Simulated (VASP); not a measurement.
Rh, 1 atom in the cell. The structure is cubic, space group Fm-3m (No. 225). The conventional cell has a = 3.780 Å, b = 3.780 Å, c = 3.780 Å, α = 90.00°, β = 90.00°, γ = 90.00°. Rh (site symmetry m-3m) has 12 Rh at 2.67 Å within 3.5 Å. 

```yaml
Program: VASP 6.6.1
Task: single point
Functional: PBE
Potentials_or_basis: VASP PAW PBE potentials, release 64 (Rh_pv)
Cutoff: 500 eV
k_mesh: 8 × 8 × 8
Occupations: gaussian, width 0.1 eV
Spin: no spin polarisation
Dipole_correction: no
Further_INCAR_settings: ALGO = Normal; EDIFF = 1e-06; NBANDS = 14
```

Potentials or basis: VASP PAW PBE potentials, release 64 (Rh_pv).

The run is started by

```bash
$ cat potpaw_PBE.64/Rh_pv/POTCAR > POTCAR
$ mpirun -np 1 vasp_std > vasp.out
```

Hardware: 1 thread of Intel(R) Xeon(R) Platinum 8375C CPU @ 2.90GHz (Ice Lake), with other jobs on the host.

Problem. How long does it take, and how much memory?

Solution. It took 3.6 s on 1 thread of Intel(R) Xeon(R) Platinum 8375C CPU @ 2.90GHz (Ice Lake), on a shared host, peak memory 0.12 GiB. Counts: scf iterations 11, k points 29.
